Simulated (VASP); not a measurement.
# MgTl (R-3m) in VASP: a series of runs, part 2 of 2

VASP 6.6.1. The steps go on from the part before.

### Step 4. Electric field gradients, LDA (equal xy, yz and zx shear strains of +2 %)

INCAR reads:

```
SYSTEM = MgTl
ALGO = Normal
EDIFF = 1E-8
ENCUT = 520
ISIF = 2
ISMEAR = -1
LASPH = .TRUE.
LCHARG = .FALSE.
LEFG = .TRUE.
LREAL = .FALSE.
LWAVE = .FALSE.
NBANDS = 14
NELM = 60
PREC = Accurate
SIGMA = 0.05
```

KPOINTS reads:

```
k-points
0
G
  9 9 9
  0 0 0
```

POSCAR reads:

```
MgTl
1.0
    3.6350000000      0.0363500000      0.0363500000
    0.0363500000      3.6350000000      0.0363500000
    0.0363500000      0.0363500000      3.6350000000
Mg Tl
1 1
Direct
    0.0000000000      0.0000000000      0.0000000000
    0.5000000000      0.5000000000      0.5000000000
```

Potentials or basis: VASP PAW LDA potentials, release 64 (Mg, Tl_d).

The run is started by

```console
cat potpaw_LDA.64/Mg/POTCAR potpaw_LDA.64/Tl_d/POTCAR > POTCAR
mpirun -np 1 vasp_std > vasp.out
```

OUTCAR:

```text
SYSTEM = MgTl
   EDIFF = 1E-8
   ENCUT = 520
   ISIF = 2
   ISMEAR = -1
   LASPH = .TRUE.
   LREAL = .FALSE.
   NELM = 60
   PREC = Accurate

 ion  position               nearest neighbor table
   1  0.000  0.000  0.000-   2 3.13   2 3.13   2 3.13   2 3.13   2 3.13   2 3.13   2 3.21   2 3.21

   2  0.500  0.500  0.500-   1 3.13   1 3.13   1 3.13   1 3.13   1 3.13   1 3.13   1 3.21   1 3.21

  LATTYP: Found a trigonal (rhomboedric) cell.
 ALAT       =     3.6353634818
 COS(alpha) =     0.0200959808

  Lattice vectors:

 A1 = (   3.6350000000,   0.0363500000,   0.0363500000)
 A2 = (   0.0363500000,   3.6350000000,   0.0363500000)
 A3 = (   0.0363500000,   0.0363500000,   3.6350000000)

Analysis of symmetry for initial positions (statically):
=====================================================================
 Subroutine PRICEL returns:
 Original cell was already a primitive cell.

 Routine SETGRP: Setting up the symmetry group for a
 trigonal (rhombohedral) supercell.

 Subroutine GETGRP returns: Found 12 space group operations
 (whereof 12 operations were pure point group operations)
[... 597 lines left out ...]
     0.036350000  0.036350000  3.635000000    -0.002724333 -0.002724333  0.275157650

 POSITION                                       TOTAL-FORCE (eV/Angst)
 -----------------------------------------------------------------------------------
      0.00000      0.00000      0.00000        -0.000000      0.000000      0.000000
      1.85385      1.85385      1.85385         0.000000     -0.000000      0.000000
 -----------------------------------------------------------------------------------
    total drift:                                0.000000      0.000000      0.000000

  FREE ENERGIE OF THE ION-ELECTRON SYSTEM (eV)
  ---------------------------------------------------
  free  energy   TOTEN  =        -5.0537214605 eV

  energy  without entropy=       -5.0463551559  energy(sigma->0) =       -5.05003831

 Electric field gradients (V/A^2)
---------------------------------------------------------------------
 ion       V_xx      V_yy      V_zz      V_xy      V_xz      V_yz
---------------------------------------------------------------------
   1      -0.000    -0.000    -0.000     0.537     0.537     0.537
   2      -0.000    -0.000    -0.000    20.083    20.083    20.083
---------------------------------------------------------------------

 Electric field gradients after diagonalization (V/A^2)
 (convention: |V_zz| > |V_xx| > |V_yy|)
----------------------------------------------------------------------
 ion       V_xx      V_yy      V_zz     asymmetry (V_yy - V_xx)/ V_zz
----------------------------------------------------------------------
   1      -0.537    -0.537     1.073       0.000
   2     -20.083   -20.083    40.165       0.000
----------------------------------------------------------------------

           NMR quadrupolar parameters

 Cq : quadrupolar parameter    Cq=e*Q*V_zz/h
 eta: asymmetry parameters     (V_yy - V_xx)/ V_zz
 Q  : nuclear electric quadrupole moment in mb (millibarn)
----------------------------------------------------------------------
 ion       Cq(MHz)       eta       Q (mb)
----------------------------------------------------------------------
   1       0.003       0.000       1.000
   2       0.097       0.000       1.000
----------------------------------------------------------------------
```

OSZICAR:

```text
N       E                     dE             d eps       ncg     rms          rms(c)
DAV:   1     0.548398156052E+02    0.54840E+02   -0.72015E+03  2516   0.901E+02
DAV:   2    -0.411936152971E+01   -0.58959E+02   -0.56624E+02  2794   0.196E+02
DAV:   3    -0.515982503227E+01   -0.10405E+01   -0.10333E+01  3016   0.225E+01
DAV:   4    -0.516543520411E+01   -0.56102E-02   -0.56098E-02  2884   0.185E+00
DAV:   5    -0.516550847207E+01   -0.73268E-04   -0.73268E-04  3058   0.206E-01    0.256E+00
DAV:   6    -0.508769162199E+01    0.77817E-01   -0.60278E-02  2818   0.205E+00    0.172E+00
DAV:   7    -0.505511741646E+01    0.32574E-01   -0.36066E-02  2890   0.150E+00    0.610E-01
DAV:   8    -0.505379141483E+01    0.13260E-02   -0.30723E-03  3166   0.380E-01    0.614E-02
DAV:   9    -0.505372474944E+01    0.66665E-04   -0.17608E-04  2734   0.818E-02    0.183E-02
DAV:  10    -0.505372154322E+01    0.32062E-05   -0.68440E-06  3088   0.167E-02    0.607E-03
DAV:  11    -0.505372149634E+01    0.46877E-07   -0.30567E-07  2926   0.380E-03    0.860E-04
DAV:  12    -0.505372146014E+01    0.36202E-07   -0.10676E-07  2944   0.250E-03    0.206E-04
DAV:  13    -0.505372146053E+01   -0.39358E-09   -0.21104E-09  1820   0.309E-04
   1 F= -.50537215E+01 E0= -.50500383E+01  d E =-.736630E-02
```

stdout:

```text
POSCAR found type information on POSCAR MgTl
 POSCAR found :  2 types and       2 ions
 scaLAPACK will be used
 LDA part: xc-table for (Slater(with rela. corr.)+CA(PZ))
 , standard interpolation
 POSCAR, INCAR and KPOINTS ok, starting setup
 FFT: planning ... GRIDC
 FFT: planning ... GRID_SOFT
 FFT: planning ... GRID
 WAVECAR not read
 entering main loop
ion   1

ion   2
```

Run time: 43 s. Hardware: 1 thread of Intel Xeon Platinum 8259CL at 2.50GHz (Skylake/Cascade Lake), shared host; peak memory 0.18 GiB.

What came out:

```
Free energy                             : -5.0537 eV
Pressure                                : -2.7 GPa
Band gap on the k mesh                  : zero (an odd number of electrons rules out a gap without spin polarisation)
Largest electric field gradient by atom : Mg +1.1; Tl +40.2 V/Å²
```

Levels at points of the mesh, in eV from the Fermi level:
```csv
k point,band 5,band 6,band 7,band 8,band 9,band 10
"(0.00, 0.00, 0.00)",-11.46,-9.65,2.28,2.28,2.48,3.29
```

Electric field gradients, principal values (V/Å²):
| atom | least | middle | greatest (by size) |
| --- | --- | --- | --- |
| 1 Mg | -0.537 | -0.537 | 1.073 |
| 2 Tl | -20.083 | -20.083 | 40.165 |

Caveat: the cell differs from its parent crystal (equal xy, yz and zx shear strains of +2 %); without QUAD_EFG the Cq values of the log hold for a quadrupole moment of 1 mb, not for the nuclei; spin-orbit coupling is left out, which moves the levels of the heavy elements.

### Step 5. Electric field gradients, LDA (equal xy, yz and zx shear strains of +2 %)

INCAR reads:

```
ALGO = Normal ; EDIFF = 1E-8
ENCUT = 520 ; ISIF = 2
ISMEAR = -1 ; LASPH = True
LCHARG = False ; LEFG = True
LREAL = False ; LWAVE = False
NBANDS = 14 ; NELM = 100
PREC = Accurate ; SIGMA = 0.05
```

KPOINTS reads:

```
k-points
0
Gamma
  9 9 9
```

POSCAR is that of step 4.

Potentials or basis: VASP PAW LDA potentials, release 64 (Mg, Tl_d).

The run is started by

```console
cat potpaw_LDA.64/Mg/POTCAR potpaw_LDA.64/Tl_d/POTCAR > POTCAR
mpirun -np 1 vasp_std > vasp.out
```

OUTCAR:

```text
EDIFF = 1E-8
   ENCUT = 520
   ISIF = 2
   ISMEAR = -1
   LASPH = True
   LREAL = False
   NELM = 100
   PREC = Accurate

 ion  position               nearest neighbor table
   1  0.000  0.000  0.000-   2 3.13   2 3.13   2 3.13   2 3.13   2 3.13   2 3.13   2 3.21   2 3.21

   2  0.500  0.500  0.500-   1 3.13   1 3.13   1 3.13   1 3.13   1 3.13   1 3.13   1 3.21   1 3.21

  LATTYP: Found a trigonal (rhomboedric) cell.
 ALAT       =     3.6353634818
 COS(alpha) =     0.0200959808

  Lattice vectors:

 A1 = (   3.6350000000,   0.0363500000,   0.0363500000)
 A2 = (   0.0363500000,   3.6350000000,   0.0363500000)
 A3 = (   0.0363500000,   0.0363500000,   3.6350000000)

Analysis of symmetry for initial positions (statically):
=====================================================================
 Subroutine PRICEL returns:
 Original cell was already a primitive cell.

 Routine SETGRP: Setting up the symmetry group for a
 trigonal (rhombohedral) supercell.

 Subroutine GETGRP returns: Found 12 space group operations
 (whereof 12 operations were pure point group operations)
 out of a pool of 12 trial point group operations.

The static configuration has the point symmetry D_3d.

Analysis of symmetry for dynamics (positions and initial velocities):
=====================================================================
 Subroutine PRICEL returns:
 Original cell was already a primitive cell.

 Routine SETGRP: Setting up the symmetry group for a
 trigonal (rhombohedral) supercell.

 Subroutine GETGRP returns: Found 12 space group operations
 (whereof 12 operations were pure point group operations)
 out of a pool of 12 trial point group operations.
[... 553 lines left out ...]
      6      -0.4194      2.00000
      7       2.8125      2.00000
      8       2.9693      2.00000
      9       5.4795      0.44906
     10      12.0413      0.00000
     11      13.3921      0.00000
     12      13.7756      0.00000
     13      14.2282      0.00000
     14      15.6771      0.00000

 [... further k-points ...]

------------------------ aborting loop because EDIFF is reached ----------------------------------------

  FORCE on cell =-STRESS in cart. coord.  units (eV):
  Direction    XX          YY          ZZ          XY          YZ          ZX
  --------------------------------------------------------------------------------------
  -------------------------------------------------------------------------------------
  Total       -0.8068758     -0.8068758     -0.8068758      0.0266080      0.0266080      0.0266080
  in kB      -26.9236200    -26.9236200    -26.9236200      0.8878483      0.8878483      0.8878483
  external PRESSURE =     -26.9236200 kB  Pullay stress =       0.0000000 kB

 VOLUME and BASIS-vectors are now :
 -----------------------------------------------------------------------------
  energy-cutoff  :      520.00
  volume of cell :       48.02
      direct lattice vectors                 reciprocal lattice vectors
     3.635000000  0.036350000  0.036350000     0.275157650 -0.002724333 -0.002724333
     0.036350000  3.635000000  0.036350000    -0.002724333  0.275157650 -0.002724333
     0.036350000  0.036350000  3.635000000    -0.002724333 -0.002724333  0.275157650

 POSITION                                       TOTAL-FORCE (eV/Angst)
 -----------------------------------------------------------------------------------
      0.00000      0.00000      0.00000        -0.000000      0.000000      0.000000
      1.85385      1.85385      1.85385         0.000000     -0.000000      0.000000
 -----------------------------------------------------------------------------------
    total drift:                                0.000000      0.000000      0.000000

  FREE ENERGIE OF THE ION-ELECTRON SYSTEM (eV)
  ---------------------------------------------------
  free  energy   TOTEN  =        -5.0537214605 eV

  energy  without entropy=       -5.0463551559  energy(sigma->0) =       -5.05003831

 Electric field gradients (V/A^2)
---------------------------------------------------------------------
 ion       V_xx      V_yy      V_zz      V_xy      V_xz      V_yz
---------------------------------------------------------------------
   1      -0.000    -0.000    -0.000     0.537     0.537     0.537
   2      -0.000    -0.000    -0.000    20.083    20.083    20.083
---------------------------------------------------------------------

 Electric field gradients after diagonalization (V/A^2)
 (convention: |V_zz| > |V_xx| > |V_yy|)
----------------------------------------------------------------------
 ion       V_xx      V_yy      V_zz     asymmetry (V_yy - V_xx)/ V_zz
----------------------------------------------------------------------
   1      -0.537    -0.537     1.073       0.000
   2     -20.083   -20.083    40.165       0.000
----------------------------------------------------------------------

           NMR quadrupolar parameters

 Cq : quadrupolar parameter    Cq=e*Q*V_zz/h
 eta: asymmetry parameters     (V_yy - V_xx)/ V_zz
 Q  : nuclear electric quadrupole moment in mb (millibarn)
----------------------------------------------------------------------
 ion       Cq(MHz)       eta       Q (mb)
----------------------------------------------------------------------
   1       0.003       0.000       1.000
   2       0.097       0.000       1.000
----------------------------------------------------------------------
```

OSZICAR:

```text
N       E                     dE             d eps       ncg     rms          rms(c)
DAV:   1     0.548398156052E+02    0.54840E+02   -0.72015E+03  2516   0.901E+02
DAV:   2    -0.411936152971E+01   -0.58959E+02   -0.56624E+02  2794   0.196E+02
DAV:   3    -0.515982503227E+01   -0.10405E+01   -0.10333E+01  3016   0.225E+01
DAV:   4    -0.516543520411E+01   -0.56102E-02   -0.56098E-02  2884   0.185E+00
DAV:   5    -0.516550847207E+01   -0.73268E-04   -0.73268E-04  3058   0.206E-01    0.256E+00
DAV:   6    -0.508769162199E+01    0.77817E-01   -0.60278E-02  2818   0.205E+00    0.172E+00
DAV:   7    -0.505511741646E+01    0.32574E-01   -0.36066E-02  2890   0.150E+00    0.610E-01
DAV:   8    -0.505379141483E+01    0.13260E-02   -0.30723E-03  3166   0.380E-01    0.614E-02
DAV:   9    -0.505372474944E+01    0.66665E-04   -0.17608E-04  2734   0.818E-02    0.183E-02
DAV:  10    -0.505372154322E+01    0.32062E-05   -0.68440E-06  3088   0.167E-02    0.607E-03
DAV:  11    -0.505372149634E+01    0.46877E-07   -0.30567E-07  2926   0.380E-03    0.860E-04
DAV:  12    -0.505372146014E+01    0.36202E-07   -0.10676E-07  2944   0.250E-03    0.206E-04
DAV:  13    -0.505372146053E+01   -0.39358E-09   -0.21104E-09  1820   0.309E-04
   1 F= -.50537215E+01 E0= -.50500383E+01  d E =-.736630E-02
```

stdout:

```text
POSCAR found type information on POSCAR MgTl
 POSCAR found :  2 types and       2 ions
 scaLAPACK will be used
 LDA part: xc-table for (Slater(with rela. corr.)+CA(PZ))
 , standard interpolation
 POSCAR, INCAR and KPOINTS ok, starting setup
 FFT: planning ... GRIDC
 FFT: planning ... GRID_SOFT
 FFT: planning ... GRID
 WAVECAR not read
 entering main loop
ion   1

ion   2
```

Run time: 44 s. Hardware: 1 thread of Intel Xeon Platinum 8259CL at 2.50GHz (Skylake/Cascade Lake), shared host; peak memory 0.19 GiB.

Results:

```yaml
Free_energy: -5.0537 eV
Pressure: -2.7 GPa
Band_gap_on_the_k_mesh: zero (an odd number of electrons rules out a gap without spin polarisation)
Largest_electric_field_gradient_by_atom: Mg +1.1; Tl +40.2 V/Å²
```

Stress tensor (GPa, compression positive):
```
-2.69  0.09  0.09
 0.09 -2.69  0.09
 0.09  0.09 -2.69
```

Levels at points of the mesh, in eV from the Fermi level:
| k point | band 5 | band 6 | band 7 | band 8 | band 9 | band 10 |
| --- | --- | --- | --- | --- | --- | --- |
| (0.00, 0.00, 0.00) | -11.46 | -9.65 | 2.28 | 2.28 | 2.48 | 3.29 |

Electric field gradients, principal values (V/Å²):
| atom | least | middle | greatest (by size) |
| --- | --- | --- | --- |
| 1 Mg | -0.537 | -0.537 | 1.073 |
| 2 Tl | -20.083 | -20.083 | 40.165 |

Caveat: the cell differs from its parent crystal (equal xy, yz and zx shear strains of +2 %); without QUAD_EFG the Cq values of the log hold for a quadrupole moment of 1 mb, not for the nuclei; spin-orbit coupling is left out, which moves the levels of the heavy elements.

### Step 6. Overview

| cell | gap on the mesh (eV) | pressure (GPa) |
| --- | --- | --- |
| a = 3.635 Å, angles 90.6°, 2 atoms | none | -2.7 |
| a = 3.635 Å, angles 89.4°, 2 atoms | none | -2.7 |
| a = 3.635 Å, angles 88.8°, 2 atoms | none | -2.7 |

Alike in all rows: task electric field gradients; level LDA; potentials or basis VASP PAW LDA potentials, release 64 (Mg, Tl_d); no spin polarisation; k mesh 9 × 9 × 9; cutoff (eV) 520; smearing fermi-dirac 0.05 eV.

Caveats: spin-orbit coupling is left out, which moves the levels of the heavy elements.

Absolute energies hang on the potentials; compare differences alone.
